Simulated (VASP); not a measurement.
MgO: single point with PBE0

MgO:

```
Mg O
1.0
     2.93802    0.00000    0.00000
    -1.46901    2.54440    0.00000
     0.00000    0.00000    2.67968
Mg O
1 1
Direct
  0.00000 0.00000 0.00000
  0.33333 0.66667 0.50000
```

```
Program             : VASP 6.6.1
Task                : single point
Functional          : PBE0
Potentials or basis : VASP PAW PBE potentials, release 64 (Mg, O)
Cutoff              : 520 eV
k mesh              : 5 × 5 × 5
Occupations         : fermi-dirac, width 0.05 eV
Spin                : no spin polarisation
```

```
Pressure               : -6.0 GPa
Band gap on the k mesh : 5.34 eV, indirect (least direct gap 5.75 eV)
```

Stress tensor (GPa, compression positive):
```
-5.59  0.00  0.00
 0.00 -5.59  0.00
 0.00  0.00 -6.96
```

Levels at points of the mesh, in eV from the valence-band top:
```
           k point  band 2  band 3  band 4  band 5  band 6  band 7
(0.00, 0.00, 0.00)   -0.61   -0.61   -0.41    5.34   14.49   18.30
```

Run time: 2.9 min on 1 thread of AMD EPYC 7R13 Processor (Zen 3), with other jobs on the host, peak memory 0.11 GiB.

Caveat: the k points lie up to 0.49 Å⁻¹ apart; the PAW data sets were made with another functional, which shifts forces and pressure a little. A k mesh can miss the band edges.
